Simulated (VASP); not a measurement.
## In3Sb: single point with PBEsol+D3(BJ)

The system is In3Sb.

```xyz
4
Lattice="4.6862 0.0000 0.0000 0.0000 4.6862 0.0000 0.0000 0.0000 4.6862" Properties=species:S:1:pos:R:3 pbc="T T T"
In    2.3431    2.3431    0.0000
In    2.3431    0.0000    2.3431
In    0.0000    2.3431    2.3431
Sb    0.0000    0.0000    0.0000
```

This cell differs from its parent crystal: volume scaled by 1.03.

```yaml
Program: VASP 6.6.1
Task: single point
Functional: PBEsol
Dispersion: D3(BJ)
Potentials_or_basis: VASP PAW PBE potentials, release 64 (In_d, Sb)
Cutoff: 520 eV
k_mesh: 10 × 10 × 10
Occupations: gaussian, width 0.1 eV
Spin: no spin polarisation
```

```
Pressure                   : -1.5 GPa
Band gap on the k mesh     : zero (band 22 reaches 8.37 eV, above the bottom of band 23 at 4.34 eV)
Dispersion energy per atom : -0.404 eV
```

Levels at points of the mesh, in eV from the Fermi level:
| k point | band 20 | band 21 | band 22 | band 23 | band 24 | band 25 |
| --- | --- | --- | --- | --- | --- | --- |
| (0.00, 0.00, 0.00) | -3.15 | -2.22 | -2.22 | 2.44 | 2.44 | 2.44 |
| (0.50, 0.00, 0.00) | -1.70 | -1.52 | -0.32 | -0.32 | 0.18 | 0.98 |
| (0.50, 0.50, 0.00) | -0.61 | -0.09 | 0.51 | 0.51 | 1.55 | 1.55 |
| (0.50, 0.50, 0.50) | -4.38 | -4.38 | -4.38 | -3.45 | 5.80 | 5.80 |

Run time: 3.2 min on 1 thread of Intel(R) Xeon(R) Platinum 8488C (Sapphire Rapids), with other jobs on the host, peak memory 0.31 GiB.

Caveat: the PAW data sets were made with another functional, which shifts forces and pressure a little; spin-orbit coupling is left out, which moves the levels of the heavy elements; pairwise dispersion overbinds metals, which lowers pressure and volume.
